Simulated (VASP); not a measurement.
# AlN (P6_3mc) in VASP: further runs

AlN is run at these levels: r2SCAN; tasks: single point, relaxation of cell and atoms, relaxation of the atoms.

All numbers are computed with VASP 6.6.1; they aren't measurements. Logs are shortened: lines on timing, memory, paths and dates and some standing lists are left out, and cuts for length are marked.

**1. The cell of the first run**

The structure is hexagonal, space group P6_3mc (No. 186). The conventional cell has a = 3.122 Å, b = 3.122 Å, c = 5.003 Å, α = 90.00°, β = 90.00°, γ = 120.00°. Within 2.5 Å of Al (site symmetry 3m) lie 4 N at 1.90 to 1.91 Å. N (site symmetry 3m) has 4 Al at 1.90 to 1.91 Å within 2.5 Å.

**2. Single point, r2SCAN (10.56 Å³/atom)**

Input file POSCAR:

```
AlN
1.0
    3.1221521821      0.0000000000      0.0000000000
   -1.5610760911      2.7038631042      0.0000000000
    0.0000000000      0.0000000000      5.0032903914
Al N
2 2
Direct
    0.3333333333      0.6666666667     -0.0007578792
    0.6666666667      0.3333333333      0.4992421208
    0.3333333333      0.6666666667      0.3807578792
    0.6666666667      0.3333333333      0.8807578792
```

Input file INCAR.step1:

```
PREC = Accurate
ENCUT = 660
ISMEAR = 0
SIGMA = 0.01
LREAL = F
LASPH = T
NELM = 120
NBANDS = 16
GGA = PE
ALGO = Normal
EDIFF = 1E-5
LWAVE = T
LCHARG = F
GGA_COMPAT = F
```

Input file INCAR.step2:

```
PREC = Accurate
ENCUT = 660
EDIFF = 1E-6
ISMEAR = 0
SIGMA = 0.01
LREAL = F
LASPH = T
NELM = 120
ALGO = Normal
ISIF = 2
LWAVE = F
LCHARG = F
METAGGA = R2SCAN
LMIXTAU = T
NBANDS = 16
ISTART = 1
GGA_COMPAT = F
```

Input file KPOINTS:

```
Automatic mesh
0
Gamma
  8 8 4
```

Potentials or basis: VASP PAW PBE potentials, release 64 (Al, N).

Run with:

```bash
$ cat potpaw_PBE.64/Al/POTCAR potpaw_PBE.64/N/POTCAR > POTCAR
$ cp INCAR.step1 INCAR
$ mpirun -np 1 vasp_std > vasp.out
$ cp INCAR.step2 INCAR
$ mpirun -np 1 vasp_std > vasp.out
```

OUTCAR:

```text
PREC = Accurate
   ENCUT = 660
   EDIFF = 1E-6
   ISMEAR = 0
   LREAL = F
   LASPH = T
   NELM = 120
   ISIF = 2
   METAGGA = R2SCAN
   ISTART = 1

 ion  position               nearest neighbor table
   1  0.333  0.667  0.999-   4 1.90   4 1.90   4 1.90   3 1.91   2 3.08   2 3.08   2 3.08   2 3.08
                             2 3.08   2 3.08
   2  0.667  0.333  0.499-   3 1.90   3 1.90   3 1.90   4 1.91   1 3.08   1 3.08   1 3.08   1 3.08
                             1 3.08   1 3.08
   3  0.333  0.667  0.381-   2 1.90   2 1.90   2 1.90   1 1.91
   4  0.667  0.333  0.881-   1 1.90   1 1.90   1 1.90   2 1.91

  LATTYP: Found a hexagonal cell.
 ALAT       =     3.1221521821
 C/A-ratio  =     1.6025132984

  Lattice vectors:

 A1 = (   3.1221521821,   0.0000000000,   0.0000000000)
 A2 = (  -1.5610760911,   2.7038631042,   0.0000000000)
 A3 = (   0.0000000000,   0.0000000000,   5.0032903914)

Analysis of symmetry for initial positions (statically):
=====================================================================
 Subroutine PRICEL returns:
 Original cell was already a primitive cell.

 Routine SETGRP: Setting up the symmetry group for a
 hexagonal supercell.

 Subroutine GETGRP returns: Found 12 space group operations
 (whereof  6 operations were pure point group operations)
 out of a pool of 24 trial point group operations.

The static configuration has the point symmetry C_3v.
 The point group associated with its full space group is C_6v.

Analysis of symmetry for dynamics (positions and initial velocities):
=====================================================================
 Subroutine PRICEL returns:
 Original cell was already a primitive cell.

 Routine SETGRP: Setting up the symmetry group for a
 hexagonal supercell.

 Subroutine GETGRP returns: Found 12 space group operations
 (whereof  6 operations were pure point group operations)
 out of a pool of 24 trial point group operations.

The dynamic configuration has the point symmetry C_3v.
 The point group associated with its full space group is C_6v.

 Subroutine INISYM returns: Found 12 space group operations
 (whereof  6 operations are pure point group operations),
 and found     1 'primitive' translations

----------------------------------------------------------------------------------------

                                     Primitive cell

[... 95 lines left out ...]
   LREAL  =      F    real-space projection
   EDIFFG = 0.1E-04   stopping-criterion for IOM
   NSW    =      0    number of steps for IOM
   IBRION =     -1    ionic relax: 0-MD 1-quasi-New 2-CG
   NFREE  =      0    steps in history (QN), initial steepest desc. (CG)
   ISIF   =      2    stress and relaxation
   ISYM   =      2    0-nonsym 1-usesym 2-fastsym
   POTIM  = 0.5000    time-step for ionic-motion
   TEBEG  =    0.0;   TEEND  =   0.0 temperature during run
   PSTRESS=    0.0 pullay stress
   NELECT =      16.0000    total number of electrons
   NUPDOWN=      -1.0000    fix difference up-down
   EMIN   =  10.00;   EMAX   =-10.00  energy-range for DOS
   EFERMI =   0.00;   METHOD = LEGACY
   ISMEAR =     0;   SIGMA  =   0.01  broadening in eV -4-tet -1-fermi 0-gaus
   EFERMI_NEDOS =   21; number of points for ismear=-14 and -15
   IALGO  =     38    algorithm
   IMIX   =      4    mixing-type and parameters
     AMIX     =   0.40;   BMIX     =  1.00
     AMIX_MAG =   1.60;   BMIX_MAG =  1.00
  volume/ion in A,a.u.               =      10.56        71.26
  Fermi-wavevector in a.u.,A,eV,Ry     =   1.184541  2.238457 19.090834  1.403137
  Thomas-Fermi vector in A             =   2.320753
   LORBIT       =      0    0 simple, 1 ext, 2 COOP (PROOUT), +10 PAW based schemes
   METAGGA = R2SCAN    functional components
   LHFCALC =     F    Hartree Fock is set to
   AEXX    =    0.0000 exact exchange contribution
   IVDW    =     0    specifies the selected vdW correction
   LEPSILON=     F    determine dielectric tensor
   LRPA    =     F    only Hartree local field effects (RPA)
 non-spin polarized calculation
 Gauss-broadening in eV      SIGMA  =   0.01
  energy-cutoff  :      660.00
  volume of cell :       42.24
 maximum number of plane-waves:      1647
 NGX is ok and might be reduce to    28
   NGX = 13   NGY = 13   NGZ = 21

 number of electron      16.0000000 magnetization

 Free energy of the ion-electron system (eV)
  ---------------------------------------------------
  ext. energy  EPLUGINS =         0.00000000
  ---------------------------------------------------
  free energy    TOTEN  =       -38.44739974 eV

  energy without entropy =      -38.44739974  energy(sigma->0) =      -38.44739974

 E-fermi :   5.9065     XC(G=0): -11.3493

 val. band max:        5.7760061556   @ k =   0.0000   0.0000   0.0000
 cond. band min:      10.5592475394   @ k =   0.0000   0.0000   0.0000
 fundamental gap:      4.7832413838
 Fermi energy:         5.9064685845

 k-point     1 :       0.0000    0.0000    0.0000
  band No.  band energies     occupation
      1     -10.1142      2.00000
      2      -8.0379      2.00000
      3      -0.2249      2.00000
      4       4.9003      2.00000
      5       4.9003      2.00000
      6       5.5574      2.00000
[... 433 lines left out ...]
      3       0.6687      2.00000
      4       0.6687      2.00000
      5       4.2724      2.00000
      6       4.2724      2.00000
[... 8 lines left out ...]
     15      19.8688      0.00000
     16      19.8688      0.00000

 [... further k-points ...]

------------------------ aborting loop because EDIFF is reached ----------------------------------------

  FORCE on cell =-STRESS in cart. coord.  units (eV):
  Direction    XX          YY          ZZ          XY          YZ          ZX
  --------------------------------------------------------------------------------------
  -------------------------------------------------------------------------------------
  Total       -0.9222424     -0.9222424     -0.8536440      0.0000000      0.0000000      0.0000000
  in kB      -34.9833327    -34.9833327    -32.3811963      0.0000000      0.0000000      0.0000000
  external PRESSURE =     -34.1159539 kB  Pullay stress =       0.0000000 kB

 VOLUME and BASIS-vectors are now :
 -----------------------------------------------------------------------------
  energy-cutoff  :      660.00
  volume of cell :       42.24
      direct lattice vectors                 reciprocal lattice vectors
     3.122152182  0.000000000  0.000000000     0.320291883  0.184920605  0.000000000
    -1.561076091  2.703863104  0.000000000     0.000000000  0.369841209  0.000000000
     0.000000000  0.000000000  5.003290391     0.000000000  0.000000000  0.199868471

 POSITION                                       TOTAL-FORCE (eV/Angst)
 -----------------------------------------------------------------------------------
     -0.00000      1.80258      4.99950        -0.000000     -0.000000      0.002806
      1.56108      0.90129      2.49785        -0.000000     -0.000000      0.002806
     -0.00000      1.80258      1.90504         0.000000     -0.000000     -0.002806
      1.56108      0.90129      4.40669        -0.000000      0.000000     -0.002806
 -----------------------------------------------------------------------------------
    total drift:                               -0.000000      0.000000      0.017375

  FREE ENERGIE OF THE ION-ELECTRON SYSTEM (eV)
  ---------------------------------------------------
  free  energy   TOTEN  =       -38.4473997401 eV

  energy  without entropy=      -38.4473997401  energy(sigma->0) =      -38.44739974
```

OUTCAR.step1:

```text
PREC = Accurate
   ENCUT = 660
   ISMEAR = 0
   LREAL = F
[... 690 lines left out ...]
     -0.00000      1.80258      4.99950         0.000000      0.000000     -0.007841
      1.56108      0.90129      2.49785         0.000000     -0.000000     -0.007841
     -0.00000      1.80258      1.90504         0.000000      0.000000      0.007841
      1.56108      0.90129      4.40669        -0.000000      0.000000      0.007841
 -----------------------------------------------------------------------------------
    total drift:                               -0.000000      0.000000      0.000781

  FREE ENERGIE OF THE ION-ELECTRON SYSTEM (eV)
  ---------------------------------------------------
  free  energy   TOTEN  =       -29.7862603112 eV

  energy  without entropy=      -29.7862603112  energy(sigma->0) =      -29.78626031
```

It took 49 s on 1 thread of Intel Xeon 6975P-C (Granite Rapids), shared host; peak memory 0.19 GiB.

What came out:

```
Free energy            : -38.4474 eV
Pressure               : -3.4 GPa
Band gap on the k mesh : 4.78 eV
```

Forces on the atoms (eV/Å):
```
Al   0.000  0.000  0.003
Al   0.000  0.000  0.003
N    0.000  0.000 -0.003
N    0.000  0.000 -0.003
```

Stress tensor (GPa, compression positive):
```
-3.50  0.00  0.00
 0.00 -3.50  0.00
 0.00  0.00 -3.24
```

Levels at points of the mesh, in eV from the valence-band top:
| k point | band 6 | band 7 | band 8 | band 9 | band 10 | band 11 |
| --- | --- | --- | --- | --- | --- | --- |
| (0.00, 0.00, 0.00) | -0.22 | -0.22 | 0.00 | 4.78 | 7.40 | 11.49 |
| (0.50, 0.00, 0.00) | -2.12 | -1.75 | -0.70 | 6.41 | 6.51 | 8.92 |
| (0.00, 0.00, 0.50) | -0.56 | -0.56 | -0.56 | 7.12 | 7.12 | 11.19 |
| (0.50, 0.00, 0.50) | -1.48 | -1.38 | -1.38 | 5.94 | 5.94 | 10.05 |

Caveat: the cell stands under tension; the PAW data sets were made with another functional, which shifts forces and pressure a little.

**3. Single point, r2SCAN**

This run uses another cell than the first one, of 10.40 Å³/atom.

Input file POSCAR:

```
AlN
1.0
    3.1066957301      0.0000000000      0.0000000000
   -1.5533478650      2.6904774241      0.0000000000
    0.0000000000      0.0000000000      4.9785212214
Al N
2 2
Direct
    0.3333333333      0.6666666667     -0.0008019306
    0.6666666667      0.3333333333      0.4991980694
    0.3333333333      0.6666666667      0.3808019306
    0.6666666667      0.3333333333      0.8808019306
```

Input file INCAR.step1:

```
SYSTEM = AlN
ALGO = Normal
EDIFF = 1E-5
ENCUT = 660
GGA = PE
GGA_COMPAT = .FALSE.
ISMEAR = -1
LASPH = .TRUE.
LCHARG = .FALSE.
LREAL = .FALSE.
LWAVE = .TRUE.
NBANDS = 16
NELM = 120
PREC = Accurate
SIGMA = 0.05
```

Input file INCAR.step2:

```
SYSTEM = AlN
ALGO = Normal
EDIFF = 1E-6
ENCUT = 660
GGA_COMPAT = .FALSE.
ISIF = 2
ISMEAR = -1
ISTART = 1
LASPH = .TRUE.
LCHARG = .FALSE.
LMIXTAU = .TRUE.
LREAL = .FALSE.
LWAVE = .FALSE.
METAGGA = R2SCAN
NBANDS = 16
NELM = 120
PREC = Accurate
SIGMA = 0.05
```

Input file KPOINTS:

```
k-points
0
G
  10 10 6
  0 0 0
```

Potentials or basis: VASP PAW PBE potentials, release 64 (Al, N).

Run with:

```bash
$ cat potpaw_PBE.64/Al/POTCAR potpaw_PBE.64/N/POTCAR > POTCAR
$ cp INCAR.step1 INCAR
$ mpirun -np 1 vasp_std > vasp.out
$ cp INCAR.step2 INCAR
$ mpirun -np 1 vasp_std > vasp.out
```

OUTCAR:

```text
SYSTEM = AlN
   EDIFF = 1E-6
   ENCUT = 660
   ISIF = 2
   ISMEAR = -1
   ISTART = 1
   LASPH = .TRUE.
   LREAL = .FALSE.
   METAGGA = R2SCAN
   NELM = 120
   PREC = Accurate

 ion  position               nearest neighbor table
   1  0.333  0.667  0.999-   4 1.89   4 1.89   4 1.89   3 1.90   2 3.07   2 3.07   2 3.07   2 3.07
                             2 3.07   2 3.07
   2  0.667  0.333  0.499-   3 1.89   3 1.89   3 1.89   4 1.90   1 3.07   1 3.07   1 3.07   1 3.07
                             1 3.07   1 3.07
   3  0.333  0.667  0.381-   2 1.89   2 1.89   2 1.89   1 1.90
   4  0.667  0.333  0.881-   1 1.89   1 1.89   1 1.89   2 1.90

  LATTYP: Found a hexagonal cell.
 ALAT       =     3.1066957301
 C/A-ratio  =     1.6025132983

  Lattice vectors:

 A1 = (   3.1066957301,   0.0000000000,   0.0000000000)
 A2 = (  -1.5533478650,   2.6904774241,   0.0000000000)
 A3 = (   0.0000000000,   0.0000000000,   4.9785212214)

Analysis of symmetry for initial positions (statically):
=====================================================================
 Subroutine PRICEL returns:
 Original cell was already a primitive cell.

 Routine SETGRP: Setting up the symmetry group for a
 hexagonal supercell.

[... 176 lines left out ...]
 fundamental gap:      4.9197114364
 Fermi energy:         6.8555500341

 k-point     1 :       0.0000    0.0000    0.0000
  band No.  band energies     occupation
      1     -10.0630      2.00000
      2      -7.9411      2.00000
      3      -0.1513      2.00000
      4       5.0336      2.00000
      5       5.0336      2.00000
      6       5.6941      2.00000
[... 433 lines left out ...]
      3       0.4452      2.00000
      4       1.4678      2.00000
      5       2.8112      2.00000
      6       3.5946      2.00000
[... 8 lines left out ...]
     15      19.5643      0.00000
     16      22.0129      0.00000

 [... further k-points ...]

------------------------ aborting loop because EDIFF is reached ----------------------------------------

  FORCE on cell =-STRESS in cart. coord.  units (eV):
  Direction    XX          YY          ZZ          XY          YZ          ZX
  --------------------------------------------------------------------------------------
  -------------------------------------------------------------------------------------
  Total       -0.0911844     -0.0911844     -0.0916517     -0.0000000     -0.0000000     -0.0000000
  in kB       -3.5107739     -3.5107739     -3.5287627     -0.0000000     -0.0000000     -0.0000000
  external PRESSURE =      -3.5167701 kB  Pullay stress =       0.0000000 kB

 VOLUME and BASIS-vectors are now :
 -----------------------------------------------------------------------------
  energy-cutoff  :      660.00
  volume of cell :       41.61
      direct lattice vectors                 reciprocal lattice vectors
     3.106695730  0.000000000  0.000000000     0.321885401  0.185840623  0.000000000
    -1.553347865  2.690477424  0.000000000     0.000000000  0.371681246  0.000000000
     0.000000000  0.000000000  4.978521221     0.000000000  0.000000000  0.200862858

 POSITION                                       TOTAL-FORCE (eV/Angst)
 -----------------------------------------------------------------------------------
     -0.00000      1.79365      4.97453         0.000000     -0.000000      0.001639
      1.55335      0.89683      2.48527        -0.000000     -0.000000      0.001639
     -0.00000      1.79365      1.89583         0.000000     -0.000000     -0.001639
      1.55335      0.89683      4.38509        -0.000000      0.000000     -0.001639
 -----------------------------------------------------------------------------------
    total drift:                               -0.000000      0.000000      0.013554

  FREE ENERGIE OF THE ION-ELECTRON SYSTEM (eV)
  ---------------------------------------------------
  free  energy   TOTEN  =       -38.4543383040 eV

  energy  without entropy=      -38.4543383039  energy(sigma->0) =      -38.45433830
```

OSZICAR.step1:

```text
N       E                     dE             d eps       ncg     rms          rms(c)
DAV:   1     0.548329787424E+02    0.54833E+02   -0.84226E+03  1792   0.108E+03
DAV:   2    -0.299973152234E+02   -0.84830E+02   -0.76991E+02  2496   0.228E+02
DAV:   3    -0.345099937328E+02   -0.45127E+01   -0.44973E+01  2408   0.562E+01
DAV:   4    -0.345409050027E+02   -0.30911E-01   -0.30909E-01  2120   0.507E+00
DAV:   5    -0.345413091315E+02   -0.40413E-03   -0.40413E-03  2392   0.579E-01    0.122E+01
DAV:   6    -0.297559160026E+02    0.47854E+01   -0.10667E+01  2256   0.259E+01    0.411E+00
DAV:   7    -0.297868600824E+02   -0.30944E-01   -0.75247E-01  1944   0.616E+00    0.293E+00
DAV:   8    -0.297794975614E+02    0.73625E-02   -0.61095E-02  2056   0.252E+00    0.573E-01
DAV:   9    -0.297744148977E+02    0.50827E-02   -0.11412E-02  2456   0.843E-01    0.249E-01
DAV:  10    -0.297750707174E+02   -0.65582E-03   -0.26834E-03  1992   0.342E-01    0.152E-01
DAV:  11    -0.297749315635E+02    0.13915E-03   -0.31577E-04  2120   0.147E-01    0.333E-02
DAV:  12    -0.297749353417E+02   -0.37781E-05   -0.17757E-05  1872   0.326E-02
   1 F= -.29774935E+02 E0= -.29774935E+02  d E =-.138784E-10
```

Wall time 86 s (1 thread of Intel Xeon 6975P-C (Granite Rapids), shared host); peak memory 0.21 GiB.

What came out:

- Free energy: -38.4543 eV
- Pressure: -0.4 GPa
- Band gap on the k mesh: 4.92 eV

Caveat: the PAW data sets were made with another functional, which shifts forces and pressure a little. A k mesh can miss the band edges.

(Part 1 of 2 ends here.)
